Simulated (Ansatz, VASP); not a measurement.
Two plane-wave programs on Al

```xyz
2
Lattice="2.8125 0.0000 0.0000 -1.4062 2.4357 0.0000 0.0000 0.0000 4.8669" Properties=species:S:1:pos:R:3 pbc="T T T"
Al    1.4062    1.0369    3.6501
Al    0.0000    1.6238    1.2167
```

Alike in both runs: task single point; functional PBEsol; k mesh 18 × 18 × 10; occupations gaussian, width 0.15 eV; no spin polarisation.

|  | VASP | Ansatz |
| --- | --- | --- |
| version | VASP 6.6.1 | Ansatz 0.2.0 |
| potentials or method | VASP PAW PBE potentials, release 64 (Al), cutoff 520 eV | scalar-relativistic, plane waves, PAW |
| valence electrons in the cell | 6 | 6 |

|  | VASP | Ansatz | Ansatz less VASP |
| --- | --- | --- | --- |
| gap on the k mesh at the Fermi level (eV) | none | none | - |
| pressure (GPa) | -1.0 | -1.1 | -0.06 |
| traceless stress, the component that is largest in VASP (GPa) | -1.03 | -1.01 | +0.016 |
| rms of the force components (eV/Å) | 0.071 | 0.070 | -0.0003 |

VASP's potentials were made for PBE, not for PBEsol. Atom by atom the forces differ by 0.000 eV/Å (rms over components). A gap of «none» marks a metal or a gap that the smearing closes. With one functional, cell and mesh, what is left measures potentials, basis and numerics.
